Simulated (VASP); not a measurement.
Wanted: the native input for a VASP 6.6.1 run.

```yaml
Task: single point
Functional: PBE
Potentials_or_basis: VASP PAW PBE potentials, release 64 (K_sv, Ta_pv, O)
Cutoff: 520 eV
k_mesh: 8 × 8 × 8
Occupations: gaussian, width 0.05 eV
Spin: no spin polarisation
Dipole_correction: no
Further_INCAR_settings: ALGO = Normal; EDIFF = 1e-07; NBANDS = 27
```

The structure of KTaO3 lies in POSCAR:

```
KTaO3
1.0
    4.0248506931      0.0000000000      0.0000000000
    0.0000000000      4.2128112205      0.0000000000
    0.0000000000      0.0000000000      4.0248506931
K Ta O
1 1 3
Direct
    0.5000000000      0.5000000000      0.5000000000
    0.0000000000      0.0000000000      0.0000000000
    0.5000000000      0.0000000000      0.0000000000
    0.0000000000      0.5000000000      0.0000000000
    0.0000000000      0.0000000000      0.5000000000
```

This cell differs from its parent crystal: normal strain along x +0.0000, normal strain along y +0.0467.

One way to write it, as run:

INCAR

```
PREC = Accurate ; ENCUT = 520
EDIFF = 1E-7 ; ISMEAR = 0
SIGMA = 0.05 ; LREAL = F
LASPH = T ; NELM = 100
ALGO = Normal ; ISIF = 2
LWAVE = F ; LCHARG = T
GGA = PE ; LELF = T
LVHAR = T ; NBANDS = 27
```

KPOINTS

```
regular mesh
0
Gamma
  8 8 8
```

Potentials or basis: VASP PAW PBE potentials, release 64 (K_sv, Ta_pv, O).

The run is started by

```bash
$ cat potpaw_PBE.64/K_sv/POTCAR potpaw_PBE.64/Ta_pv/POTCAR potpaw_PBE.64/O/POTCAR > POTCAR
$ mpirun -np 1 vasp_std > vasp.out
```

It gave:

| Property | Result |
| --- | --- |
| Pressure | -6.7 GPa |
| Band gap on the k mesh | 1.96 eV, indirect (least direct gap 2.54 eV) |

Caveat: the cell differs from its parent crystal (normal strain along x +0.0000, normal strain along y +0.0467); spin-orbit coupling is left out, which moves the levels of the heavy elements.

Wall time 83 s on 1 thread of AMD EPYC 9R14 (Zen 4) (shared host), peak memory 0.24 GiB.
